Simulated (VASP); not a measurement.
A run of VASP 6.6.1 is set up as follows.

File INCAR:

```
SYSTEM = HfH2
ALGO     = Normal         ! electronic algorithm
EDIFF    = 1E-7           ! SCF threshold, eV
ENCUT    = 520            ! plane-wave cutoff, eV
GGA      = PS             ! functional
ISIF     = 2              ! what is computed and relaxed
ISMEAR   = 0              ! smearing method
LASPH    = .TRUE.         ! aspherical terms in the spheres
LCHARG   = .FALSE.        ! write CHGCAR
LREAL    = .FALSE.        ! projectors in reciprocal space
LWAVE    = .FALSE.        ! write WAVECAR
NBANDS   = 21             ! bands
NELM     = 60             ! most SCF steps
PREC     = Accurate       ! precision mode
SIGMA    = 0.1            ! smearing width, eV
```

KPOINTS

```
k-points
0
G
  10 10 8
  0 0 0
```

File POSCAR:

```
HfH2
1.0
    3.5681971929      0.0000000000      0.0000000000
    0.0000000000      3.5681971929      0.0000000000
    0.0000000000      0.0000000000      4.1613935440
Hf H
2 4
Direct
    0.0000000000      0.0000000000      0.0000000000
    0.5000000000      0.5000000000      0.5000000000
    0.0000000000      0.5000000000      0.2500000000
    0.5000000000      0.0000000000      0.2500000000
    0.5000000000      0.0000000000      0.7500000000
    0.0000000000      0.5000000000      0.7500000000
```

Potentials or basis: VASP PAW PBE potentials, release 64 (Hf_pv, H).

The run is started by

```console
$ cat potpaw_PBE.64/Hf_pv/POTCAR potpaw_PBE.64/H/POTCAR > POTCAR
$ mpirun -np 1 vasp_std > vasp.out
```

Problem. Predict the pressure.

Solution. -7.3 GPa.

Problem. What does it give for the band gap on the k mesh?

Solution. Zero (band 12 reaches 5.72 eV, above the bottom of band 13 at 4.75 eV).

Stress tensor (GPa, compression positive):
```
-8.91  0.00  0.00
 0.00 -8.91  0.00
 0.00  0.00 -3.92
```

Caveat: the cell differs from its parent crystal (biaxial strain in the a-b plane: +3.0 %); the PAW data sets were made with another functional, which shifts forces and pressure a little; spin-orbit coupling is left out, which moves the levels of the heavy elements.
